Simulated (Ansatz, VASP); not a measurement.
## One calculation of SrO, two programs

```
Sr O
1.0
     3.48626    0.00000    0.00000
     0.00000   10.24729    0.00000
     0.00000    0.00000    6.95674
Sr O
4 4
Cartesian
  1.7431 2.5588 0.0000
  1.7431 7.6885 0.0000
  1.7431 2.5588 3.4784
  1.7431 7.6885 3.4784
  0.0000 2.5589 1.7392
  0.0000 7.6883 1.7392
  0.0000 2.5589 5.2176
  0.0000 7.6883 5.2176
```

Alike in both runs: functional PBE; k mesh 4 × 4 × 4; occupations gaussian, width 0.1 eV; no spin polarisation.

Ansatz relaxed the structure, and its values are those at the end. VASP's run is a single point on that final structure, the one shown.

|  | VASP | Ansatz |
| --- | --- | --- |
| version | VASP 6.6.1 | Ansatz 0.2.0 |
| potentials or method | VASP PAW PBE potentials, release 64 (Sr_sv, O), cutoff 520 eV | scalar-relativistic, plane waves, PAW |
| valence electrons in the cell | 64 | 64 |

|  | VASP | Ansatz | Ansatz less VASP |
| --- | --- | --- | --- |
| gap on the k mesh at the Fermi level (eV) | 0.96 | 1.01 | +0.043 |
| least direct gap on the mesh (eV) | 0.96 | 1.01 | +0.043 |
| pressure (GPa) | 0.4 | 0.1 | -0.34 |

The k mesh is coarse, so the values compare programs but aren't converged.
